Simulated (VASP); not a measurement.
# GaP (F-43m) in VASP: further runs, part 2 of 2

VASP 6.6.1. Earlier steps stand in the parts before.

### 4 Dielectric tensor, r2SCAN (strain -3.0%)

Input file INCAR:

```
SYSTEM = GaP
PREC = Accurate
ENCUT = 520
EDIFF = 1E-8
ISMEAR = 0
SIGMA = 0.01
LREAL = .False.
LASPH = .True.
NELM = 60
ALGO = Normal
ISIF = 2
LWAVE = .False.
LCHARG = .False.
METAGGA = R2SCAN
LMIXTAU = .True.
LCALCEPS = .True.
```

Input file KPOINTS:

```
regular mesh
0
Gamma
  6 6 6
  0 0 0
```

Input file POSCAR:

```
GaP
1.0
    0.0000000000      2.6436373088      2.6436373088
    2.6436373088      0.0000000000      2.6436373088
    2.6436373088      2.6436373088      0.0000000000
Ga P
1 1
Direct
    0.0000000000      0.0000000000      0.0000000000
    0.2500000000      0.2500000000      0.2500000000
```

Potentials or basis: VASP PAW PBE potentials, release 64 (Ga_d, P).

Started as:

```bash
$ cat potpaw_PBE.64/Ga_d/POTCAR potpaw_PBE.64/P/POTCAR > POTCAR
$ mpirun -np 1 vasp_std > vasp.out
```

OUTCAR:

```text
SYSTEM = GaP
   PREC = Accurate
   ENCUT = 520
   EDIFF = 1E-8
   ISMEAR = 0
   LREAL = .False.
   LASPH = .True.
   NELM = 60
   ISIF = 2
   METAGGA = R2SCAN

 ion  position               nearest neighbor table
   1  0.000  0.000  0.000-   2 2.29   2 2.29   2 2.29   2 2.29
   2  0.250  0.250  0.250-   1 2.29   1 2.29   1 2.29   1 2.29

  LATTYP: Found a face centered cubic cell.
 ALAT       =     5.2872746176

  Lattice vectors:

 A1 = (   0.0000000000,   2.6436373088,   2.6436373088)
 A2 = (   2.6436373088,   0.0000000000,   2.6436373088)
 A3 = (   2.6436373088,   2.6436373088,   0.0000000000)

Analysis of symmetry for initial positions (statically):
=====================================================================
 Subroutine PRICEL returns:
 Original cell was already a primitive cell.

 Routine SETGRP: Setting up the symmetry group for a
 face centered cubic supercell.

 Subroutine GETGRP returns: Found 24 space group operations
 (whereof 24 operations were pure point group operations)
 out of a pool of 48 trial point group operations.

The static configuration has the point symmetry T_d .

Analysis of symmetry for dynamics (positions and initial velocities):
=====================================================================
 Subroutine PRICEL returns:
 Original cell was already a primitive cell.

 Routine SETGRP: Setting up the symmetry group for a
 face centered cubic supercell.

 Subroutine GETGRP returns: Found 24 space group operations
 (whereof 24 operations were pure point group operations)
 out of a pool of 48 trial point group operations.

The dynamic configuration has the point symmetry T_d .

 Subroutine INISYM returns: Found 24 space group operations
[... 519 lines left out ...]
      6      -6.8533      2.00000
      7       0.6737      2.00000
      8       3.4120      2.00000
      9       3.6123      2.00000
     10   10000.0000      0.00000
     11   10000.0000      0.00000
     12   10000.0000      0.00000
     13   10000.0000      0.00000

 [... further k-points ...]

------------------------ aborting loop because EDIFF is reached ----------------------------------------

            Ionic dipole moment: p[ion]=(     6.60909     6.60909     6.60909 ) |e| Angst

 Total electronic dipole moment: p[elc]=(     0.00688     0.00688     0.02262 ) |e| Angst

 MACROSCOPIC STATIC DIELECTRIC TENSOR (including local field effects)
 ------------------------------------------------------
           8.719174    -0.000000     0.000000
          -0.000000     8.719174     0.000000
          -0.000000    -0.000000     8.719174
 ------------------------------------------------------

 PIEZOELECTRIC TENSOR (including local field effects) (e Angst)
          XX          YY          ZZ          XY          YZ          ZX
  --------------------------------------------------------------------------------
  x    -0.00000     0.00000     0.00000    -0.00000    -1.73793     0.00000
  y    -0.00000     0.00000    -0.00000    -0.00000     0.00000    -1.73793
  z     0.00000     0.00000    -0.00000    -1.73793     0.00000    -0.00000

 PIEZOELECTRIC TENSOR (including local field effects) (C/m^2)
          XX          YY          ZZ          XY          YZ          ZX
  --------------------------------------------------------------------------------
  x    -0.00000     0.00000     0.00000    -0.00000    -0.75354     0.00000
  y    -0.00000     0.00000    -0.00000    -0.00000     0.00000    -0.75354
  z     0.00000     0.00000    -0.00000    -0.75354     0.00000    -0.00000

 BORN EFFECTIVE CHARGES (including local field effects) (in |e|, cummulative output)
 ---------------------------------------------------------------------------------
 ion    1
    1     2.02740     0.00000     0.00000
    2    -0.00000     2.02740    -0.00000
    3     0.00000     0.00000     2.02740
 ion    2
    1    -2.02740     0.00000    -0.00000
    2     0.00000    -2.02740     0.00000
    3    -0.00000     0.00000    -2.02740

  FORCE on cell =-STRESS in cart. coord.  units (eV):
  Direction    XX          YY          ZZ          XY          YZ          ZX
  --------------------------------------------------------------------------------------
  -------------------------------------------------------------------------------------
  Total        2.2721709      2.2721709      2.2721709      0.0000000      0.0000000     -0.0000000
  in kB       98.5180846     98.5180846     98.5180846      0.0000000      0.0000000     -0.0000000
  external PRESSURE =      98.5180846 kB  Pullay stress =       0.0000000 kB

 VOLUME and BASIS-vectors are now :
 -----------------------------------------------------------------------------
  energy-cutoff  :      520.00
  volume of cell :       36.95
      direct lattice vectors                 reciprocal lattice vectors
     0.000000000  2.643637309  2.643637309    -0.189133357  0.189133357  0.189133357
     2.643637309  0.000000000  2.643637309     0.189133357 -0.189133357  0.189133357
     2.643637309  2.643637309  0.000000000     0.189133357  0.189133357 -0.189133357

 POSITION                                       TOTAL-FORCE (eV/Angst)
 -----------------------------------------------------------------------------------
      0.00000      0.00000      0.00000         0.000000      0.000000      0.000000
      1.32182      1.32182      1.32182        -0.000000     -0.000000     -0.000000
 -----------------------------------------------------------------------------------
    total drift:                                0.000011      0.000011      0.000011

  FREE ENERGIE OF THE ION-ELECTRON SYSTEM (eV)
  ---------------------------------------------------
  free  energy   TOTEN  =       -21.3505849416 eV

  energy  without entropy=      -21.3505849416  energy(sigma->0) =      -21.35058494
```

It took 21 min on 1 thread of Intel Xeon Platinum 8488C (Sapphire Rapids), shared host; peak memory 0.28 GiB.

What came out:

```
Band gap on the k mesh                  : 1.70 eV (least direct gap 3.16 eV)
Electronic dielectric tensor (diagonal) : 8.72
Born charges (mean of the diagonal)     : Ga +2.03; P -2.03 e
```

Electronic dielectric tensor:
```
8.72 0.00 0.00
0.00 8.72 0.00
0.00 0.00 8.72
```

Born effective charge tensors (e):
atom 1, Ga
```
2.03 0.00 0.00
0.00 2.03 0.00
0.00 0.00 2.03
```
atom 2, P
```
-2.03  0.00  0.00
 0.00 -2.03  0.00
 0.00  0.00 -2.03
```

Dipole moments of the cell (e·Å, modulo the quantum): ionic 6.609, 6.609, 6.609; electronic 0.007, 0.007, 0.023

Caveat: the cell differs from its parent crystal (strain -3.0%); the PAW data sets were made with another functional, which shifts forces and pressure a little. A k mesh can miss the band edges.

### 5 Dielectric tensor, r2SCAN (strain -2.0%)

Input file INCAR:

```
ALGO = Normal
EDIFF = 1E-8
ENCUT = 520
ISIF = 2
ISMEAR = 0
LASPH = True
LCALCEPS = True
LCHARG = False
LMIXTAU = True
LREAL = False
LWAVE = False
METAGGA = R2SCAN
NELM = 80
PREC = Accurate
SIGMA = 0.01
```

Input file KPOINTS:

```
k-points
0
Gamma
  6 6 6
```

Input file POSCAR:

```
GaP
1.0
    0.0000000000      2.6708913017      2.6708913017
    2.6708913017      0.0000000000      2.6708913017
    2.6708913017      2.6708913017      0.0000000000
Ga P
1 1
Direct
    0.0000000000      0.0000000000      0.0000000000
    0.2500000000      0.2500000000      0.2500000000
```

Potentials or basis: VASP PAW PBE potentials, release 64 (Ga_d, P).

Started as:

```bash
$ cat potpaw_PBE.64/Ga_d/POTCAR potpaw_PBE.64/P/POTCAR > POTCAR
$ mpirun -np 1 vasp_std > vasp.out
```

OUTCAR:

```text
EDIFF = 1E-8
   ENCUT = 520
   ISIF = 2
   ISMEAR = 0
   LASPH = True
   LREAL = False
   METAGGA = R2SCAN
   NELM = 80
   PREC = Accurate

 ion  position               nearest neighbor table
   1  0.000  0.000  0.000-   2 2.31   2 2.31   2 2.31   2 2.31
   2  0.250  0.250  0.250-   1 2.31   1 2.31   1 2.31   1 2.31

  LATTYP: Found a face centered cubic cell.
 ALAT       =     5.3417826034

  Lattice vectors:

 A1 = (   0.0000000000,   2.6708913017,   2.6708913017)
[... 595 lines left out ...]
 ion    2
    1    -2.07397     0.00000     0.00000
    2    -0.00000    -2.07397     0.00000
    3     0.00000     0.00000    -2.07397

  FORCE on cell =-STRESS in cart. coord.  units (eV):
  Direction    XX          YY          ZZ          XY          YZ          ZX
  --------------------------------------------------------------------------------------
  -------------------------------------------------------------------------------------
  Total        1.4548253      1.4548253      1.4548253      0.0000000      0.0000000     -0.0000000
  in kB       61.1677907     61.1677907     61.1677907      0.0000000      0.0000000     -0.0000000
  external PRESSURE =      61.1677907 kB  Pullay stress =       0.0000000 kB

 VOLUME and BASIS-vectors are now :
 -----------------------------------------------------------------------------
  energy-cutoff  :      520.00
  volume of cell :       38.11
      direct lattice vectors                 reciprocal lattice vectors
     0.000000000  2.670891302  2.670891302    -0.187203425  0.187203425  0.187203425
     2.670891302  0.000000000  2.670891302     0.187203425 -0.187203425  0.187203425
     2.670891302  2.670891302  0.000000000     0.187203425  0.187203425 -0.187203425

 POSITION                                       TOTAL-FORCE (eV/Angst)
 -----------------------------------------------------------------------------------
      0.00000      0.00000      0.00000         0.000000      0.000000      0.000000
      1.33545      1.33545      1.33545        -0.000000     -0.000000     -0.000000
 -----------------------------------------------------------------------------------
    total drift:                                0.000007      0.000007      0.000007

  FREE ENERGIE OF THE ION-ELECTRON SYSTEM (eV)
  ---------------------------------------------------
  free  energy   TOTEN  =       -21.4078126027 eV

  energy  without entropy=      -21.4078126027  energy(sigma->0) =      -21.40781260
```

OSZICAR:

```text
N       E                     dE             d eps       ncg     rms          rms(c)
DAV:   1     0.715000371342E+02    0.71500E+02   -0.94898E+03   432   0.211E+03
DAV:   2    -0.166293869495E+02   -0.88129E+02   -0.84482E+02   446   0.363E+02
[... 13 lines left out ...]
DMP:  10    -0.214078124585E+02   -0.14835E-06   -0.10272E-06   884   0.164E-06   0.179E-06
DMP:  11    -0.214078125253E+02   -0.66746E-07   -0.52801E-07   884   0.925E-07   0.761E-07
DMP:  12    -0.214078125613E+02   -0.36036E-07   -0.31307E-07   884   0.536E-07   0.474E-07
DMP:  13    -0.214078125837E+02   -0.22347E-07   -0.17675E-07   884   0.278E-07   0.316E-07
DMP:  14    -0.214078125964E+02   -0.12694E-07   -0.93569E-08   884   0.142E-07   0.178E-07
DMP:  15    -0.214078126027E+02   -0.63819E-08   -0.49290E-08   884   0.743E-08   0.942E-08
   1 F= -.21407813E+02 E0= -.21407813E+02  d E =-.132762E-14
```

stdout:

```text
POSCAR found type information on POSCAR GaP
 POSCAR found :  2 types and       2 ions
 scaLAPACK will be used
 -----------------------------------------------------------------------------
|                                                                             |
[... 110 lines left out ...]
dp_tot=(  0.278E-04  0.285E-04  0.165E-01 )  diag[e(oo)]=(    ---      ---    8.83247 )
 p_tot=(  0.669E+01  0.669E+01  0.670E+01 )
dp_tot=(  0.277E-04  0.284E-04  0.165E-01 )  diag[e(oo)]=(    ---      ---    8.81805 )
 p_tot=(  0.669E+01  0.669E+01  0.670E+01 )
dp_tot=(  0.277E-04  0.284E-04  0.164E-01 )  diag[e(oo)]=(    ---      ---    8.80582 )
 final diagonalization full
 p_tot=(  0.669E+01  0.669E+01  0.670E+01 )
dp_tot=(  0.277E-04  0.284E-04  0.164E-01 )  diag[e(oo)]=(    ---      ---    8.79728 )
```

It took 20 min on 1 thread of Intel Xeon Platinum 8488C (Sapphire Rapids), shared host; peak memory 0.28 GiB.

Results:

```
Band gap on the k mesh                  : 1.78 eV (least direct gap 2.88 eV)
Electronic dielectric tensor (diagonal) : 8.80
Born charges (mean of the diagonal)     : Ga +2.07; P -2.07 e
```

Levels at points of the mesh, in eV from the valence-band top:
| k point | band 6 | band 7 | band 8 | band 9 | band 10 | band 11 | band 12 | band 13 |
| --- | --- | --- | --- | --- | --- | --- | --- | --- |
| (0.00, 0.00, 0.00) | -13.51 | 0.00 | 0.00 | 0.00 | 2.88 | 4.16 | 4.16 | 4.16 |
| (0.50, 0.00, 0.00) | -11.13 | -7.22 | -1.27 | -1.27 | 2.23 | 5.03 | 5.03 | 8.95 |
| (0.50, 0.50, 0.00) | -10.11 | -7.27 | -3.03 | -3.03 | 1.78 | 2.03 | 11.82 | 11.82 |

Electronic dielectric tensor:
```
8.80 0.00 0.00
0.00 8.80 0.00
0.00 0.00 8.80
```

Born effective charge tensors (e):
atom 1, Ga
```
2.07 0.00 0.00
0.00 2.07 0.00
0.00 0.00 2.07
```
atom 2, P
```
-2.07  0.00  0.00
 0.00 -2.07  0.00
 0.00  0.00 -2.07
```

Dipole moments of the cell (e·Å, modulo the quantum): ionic 6.677, 6.677, 6.677; electronic 0.008, 0.008, 0.025

Caveat: the cell differs from its parent crystal (strain -2.0%); the PAW data sets were made with another functional, which shifts forces and pressure a little. A k mesh can miss the band edges.

### 6 Overview

```tsv
task	level	potentials or basis	cell	k mesh	cutoff (eV)	GW scheme	GW iterations	cutoff of the response function	frequency points	empty bands	gap on the mesh (eV)
G0W0 quasiparticle levels	PBE	VASP PAW PBE potentials, release 64 (Ga_d_GW, P_GW)	a = 3.931 Å, angles 60.0°, 2 atoms	4 × 4 × 4	500	G0W0	1	150	48	179	-
dielectric tensor	r2SCAN	VASP PAW PBE potentials, release 64 (Ga_d, P)	a = 3.700 Å, angles 60.0°, 2 atoms	6 × 6 × 6	520	-	-	-	-	-	1.63
dielectric tensor	r2SCAN	VASP PAW PBE potentials, release 64 (Ga_d, P)	a = 3.739 Å, angles 60.0°, 2 atoms	6 × 6 × 6	520	-	-	-	-	-	1.70
dielectric tensor	r2SCAN	VASP PAW PBE potentials, release 64 (Ga_d, P)	a = 3.777 Å, angles 60.0°, 2 atoms	6 × 6 × 6	520	-	-	-	-	-	1.78
```

Alike in all rows: no spin polarisation; smearing gaussian 0.01 eV.

Caveats: some runs use coarse meshes; the PAW data sets were made with another functional, which shifts forces and pressure a little (at least some runs); the cutoff is under 1.25 times the usual one of these potentials, so pressure, stress and relaxed cells hold a basis-set (Pulay) error (at least some runs); bands, screening cutoff and mesh are small and nothing is extrapolated, so the quasiparticle values aren't converged (at least some runs).

Total energies depend on the potentials used, so only differences within one code and one set of settings carry meaning.
